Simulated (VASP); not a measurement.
Crystal: WSe2.

```
CELL_PARAMETERS angstrom
1.65107 0.95325 6.57965
-1.65107 0.95325 6.57965
0.00000 -1.90650 6.57965
ATOMIC_POSITIONS crystal
W 0.99998 0.99998 0.99998
Se 0.41765 0.41765 0.41765
Se 0.24903 0.24903 0.24903
```

Base run:

```yaml
Program: VASP 6.6.1
Functional: PBE
Potentials_or_basis: VASP PAW PBE potentials, release 64 (W_sv, Se)
Cutoff: 520 eV
k_mesh: 6 × 6 × 6
Occupations: gaussian, width 0.01 eV
Spin: no spin polarisation
```

Its results: band gap on the k mesh 1.08 eV, indirect (least direct gap 1.57 eV); pressure 3.6 GPa; largest force 0.327 eV/Å.

Problem. The run is repeated on the same cell with these changes: k mesh from 6 × 6 × 6 to 4 × 4 × 4; further incar settings from ALGO = Normal; EDIFF = 1e-06; NBANDS = 20 to ALGO = Normal; EDIFF = 1e-07; NBANDS = 20. What comes out?

Solution. Band gap on the k mesh 1.38 eV, indirect (least direct gap 2.23 eV); pressure 3.3 GPa; largest force 0.271 eV/Å.

Caveats: some runs use coarse meshes; spin-orbit coupling is left out, which moves the levels of the heavy elements.

A k mesh can miss the band edges.
